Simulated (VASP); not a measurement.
A run of VASP 6.6.1:

Contents of INCAR:

```
ALGO     = Fast           # electronic algorithm
EDIFF    = 1E-6           # SCF threshold, eV
ENCUT    = 520            # plane-wave cutoff, eV
GGA      = PE             # functional
ISIF     = 2              # what is computed and relaxed
ISMEAR   = 0              # smearing method
LASPH    = T              # aspherical terms in the spheres
LCHARG   = F              # write CHGCAR
LREAL    = F              # projectors in reciprocal space
LWAVE    = F              # write WAVECAR
NBANDS   = 9              # bands
NELM     = 60             # most SCF steps
PREC     = Accurate       # precision mode
SIGMA    = 0.1            # smearing width, eV
```

The input KPOINTS:

```
k-points
0
Gamma
  21 21 12
```

POSCAR

```
Be
1.0
    2.2385184354      0.0000000000      0.0000000000
   -1.1192592177      1.9386138319      0.0000000000
    0.0000000000      0.0000000000      3.5331723997
Be
2
Direct
    0.3333333333      0.6666666667      0.2500000000
    0.6666666667      0.3333333333      0.7500000000
```

Potentials or basis: VASP PAW PBE potentials, release 64 (Be).

Command:

```bash
$ cat potpaw_PBE.64/Be/POTCAR > POTCAR
$ mpirun -np 1 vasp_std > vasp.out
```

Hardware: 1 thread of Intel(R) Xeon(R) Platinum 8488C (Sapphire Rapids) (shared host).

Problem. How long does it take, and how much memory?

Solution. Run time: 27 s on 1 thread of Intel(R) Xeon(R) Platinum 8488C (Sapphire Rapids) (shared host), peak memory 0.15 GiB. Counts: scf iterations 11, k points 336.
